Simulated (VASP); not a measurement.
Wanted: the native input for a VASP 6.6.1 run.

```
Task                   : single point
Functional             : PBE
Potentials or basis    : VASP PAW PBE potentials, release 64 (Sn_d, Se)
Cutoff                 : 500 eV
k mesh                 : 4 × 4 × 4
Occupations            : fermi-dirac, width 0.02 eV
Spin                   : collinear spin, zero start
Starting moments       : [0.0, 0.0] μB
Dipole correction      : no
Further INCAR settings : ALGO = Normal; EDIFF = 1e-06; NBANDS = 21
```

The structure of SnSe lies in POSCAR:

```
SnSe
1.0
    0.0000000000      3.3639842963      3.3639842963
    3.3639842963      0.0000000000      3.3639842963
    3.3639842963      3.3639842963      0.0000000000
Sn Se
1 1
Direct
    0.0000000000      0.0000000000      0.0000000000
    0.2500000000      0.2500000000      0.2500000000
```

These files were run (other wordings do the same):

INCAR

```
PREC = Accurate
ENCUT = 500
EDIFF = 1E-6
ISMEAR = -1
SIGMA = 0.02
LREAL = F
LASPH = T
NELM = 200
ALGO = Normal
ISIF = 2
LWAVE = F
LCHARG = F
ISPIN = 2
MAGMOM = 0 0
LORBIT = 11
GGA = PE
NBANDS = 21
GGA_COMPAT = F
```

KPOINTS

```
regular mesh
0
Gamma
  4 4 4
```

Potentials or basis: VASP PAW PBE potentials, release 64 (Sn_d, Se).

Run with:

```sh
$ cat potpaw_PBE.64/Sn_d/POTCAR potpaw_PBE.64/Se/POTCAR > POTCAR
$ mpirun -np 1 vasp_std > vasp.out
```

Results of the run:

```yaml
Pressure: 0.2 GPa
Band_gap_on_the_k_mesh: zero (filled and empty bands touch)
Net_moment: 0.00 μB per cell
Valence_electrons_inside_the_program's_atomic_spheres: Sn 12.05; Se 3.79
```

Caveat: the k points lie up to 0.40 Å⁻¹ apart; semilocal functionals underestimate gaps, so a narrow gap can read as zero; spin-orbit coupling is left out, which moves the levels of the heavy elements.

Wall time 48 s on 1 thread of Intel Xeon 8259CL, on a shared host, peak memory 0.24 GiB.
